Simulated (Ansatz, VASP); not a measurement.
# One calculation of CaS, two programs

```xyz
2
Lattice="0.0000 2.9305 2.9305 2.9305 0.0000 2.9305 2.9305 2.9305 0.0000" Properties=species:S:1:pos:R:3 pbc="T T T"
Ca    2.9305    2.9305    2.9305
S     0.0000    0.0000    0.0000
```

Alike in both runs: task single point; functional BLYP; k mesh 8 × 8 × 8; occupations gaussian, width 0.05 eV; no spin polarisation.

|  | VASP | Ansatz |
| --- | --- | --- |
| version | VASP 6.6.1 | Ansatz 0.2.0 |
| potentials or method | VASP PAW PBE potentials, release 64 (Ca_sv, S), cutoff 500 eV | scalar-relativistic, plane waves, PAW |
| valence electrons in the cell | 16 | 16 |

|  | VASP | Ansatz | Ansatz less VASP |
| --- | --- | --- | --- |
| gap on the k mesh at the Fermi level (eV) | 2.60 | 2.61 | +0.007 |
| least direct gap on the mesh (eV) | 3.32 | 3.33 | +0.007 |
| pressure (GPa) | -1.8 | -1.9 | -0.09 |

VASP's potentials were made for PBE, not for BLYP.
